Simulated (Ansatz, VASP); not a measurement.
## Two plane-wave programs on Ba2SeS

Contents of INCAR:

```
PREC     = Accurate       # precision mode
ENCUT    = 520            # plane-wave cutoff, eV
EDIFF    = 1E-6           # SCF threshold, eV
ISMEAR   = 0              # smearing method
SIGMA    = 0.01           # smearing width, eV
LREAL    = F              # projectors in reciprocal space
LASPH    = T              # aspherical terms in the spheres
NELM     = 60             # most SCF steps
ALGO     = Normal         # electronic algorithm
ISIF     = 2              # what is computed and relaxed
LWAVE    = F              # write WAVECAR
LCHARG   = T              # write CHGCAR
GGA      = PE             # functional
LELF     = T              # ELF
LVHAR    = T            
NBANDS   = 24             # bands
```

Contents of KPOINTS:

```
regular mesh
0
Gamma
  6 6 6
```

POSCAR

```
Ba2SeS
1.0
    2.3125940363      1.3351767894      7.5544065138
   -2.3125940363      1.3351767894      7.5544065138
    0.0000000000     -2.6703535788      7.5544065138
S Se Ba
1 1 2
Direct
    1.0000000000      0.0000000000      0.0000000000
    0.5000000000      0.5000000000      0.5000000000
    0.2527560763      0.2527560763      0.2527560763
    0.7472439237      0.7472439237      0.7472439237
```

Input for Ansatz:

```yaml
crystal:
  lattice:
    - [2.3125940363, 1.3351767894, 7.5544065138]
    - [-2.3125940363, 1.3351767894, 7.5544065138]
    - [0.0, -2.6703535788, 7.5544065138]
  atoms:
    - { symbol: S, position: [1.0, 0.0, 0.0] }
    - { symbol: Se, position: [0.5, 0.5, 0.5] }
    - { symbol: Ba, position: [0.2527560763, 0.2527560763, 0.2527560763] }
    - { symbol: Ba, position: [0.7472439237, 0.7472439237, 0.7472439237] }
kpoints:
  mp_grid: { grid: [6, 6, 6] }
hamiltonian:
  xc: pbe
scf:
  occupations: { method: fixed }
  n_extra_bands: 5
output:
  forces: true
  stress: true
  eigenvalues: true
```

Alike in both runs: task single point; functional PBE; k mesh 6 × 6 × 6; no spin polarisation.

```csv
,VASP,Ansatz
version,VASP 6.6.1,Ansatz 0.2.0
potentials or method,"VASP PAW PBE potentials, release 64 (S, Se, Ba_sv)","plane waves, PAW"
plane-wave cutoff (eV),520,420
occupations,"gaussian, width 0.01 eV",fixed
valence electrons in the cell,32,42
```

VASP gave:

- gap on the k mesh at the Fermi level (eV): 1.99
- pressure (GPa): 0.5

Problem. What did Ansatz give for the same quantities?

Solution. gap on the k mesh at the Fermi level (eV): 2.08; pressure (GPa): 0.0.

VASP's potentials hold 32 valence electrons a cell and Ansatz's 42, so a difference there can come from the potentials and not from the codes.

Neither program's run includes spin-orbit coupling.
